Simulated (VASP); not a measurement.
Ga8HN8 (a cell with a defect), 17 atoms in the cell. The cell holds a defect, 17 atoms: a = 6.433 Å, b = 6.433 Å, c = 6.433 Å, α = 60.00°, β = 60.00°, γ = 60.00°. 

| Property | Result |
| --- | --- |
| Program | VASP 6.6.1 |
| Task | single point |
| Functional | PBE |
| Potentials or basis | VASP PAW PBE potentials, release 64 (Ga_d, N, H) |
| Cutoff | 520 eV |
| k mesh | 3 × 3 × 3 |
| Occupations | gaussian, width 0.02 eV |
| Spin | no spin polarisation |
| Dipole correction | no |
| Charge | 1 |
| Further INCAR settings | LREAL = Auto; ALGO = Normal; EDIFF = 1e-06; NBANDS = 86; NELECT = 144.0 |

Potentials or basis: VASP PAW PBE potentials, release 64 (Ga_d, N, H).

Run with:

```sh
$ cat potpaw_PBE.64/Ga_d/POTCAR potpaw_PBE.64/N/POTCAR potpaw_PBE.64/H/POTCAR > POTCAR
$ mpirun -np 1 vasp_std > vasp.out
```

Hardware: 1 thread of Intel(R) Xeon(R) 6975P-C (Granite Rapids), with other jobs on the host.

Question: How long does it take, and how much memory?

Answer: Wall time 3.6 min on 1 thread of Intel(R) Xeon(R) 6975P-C (Granite Rapids), with other jobs on the host, peak memory 0.37 GiB. Counts: scf iterations 18, k points 10.
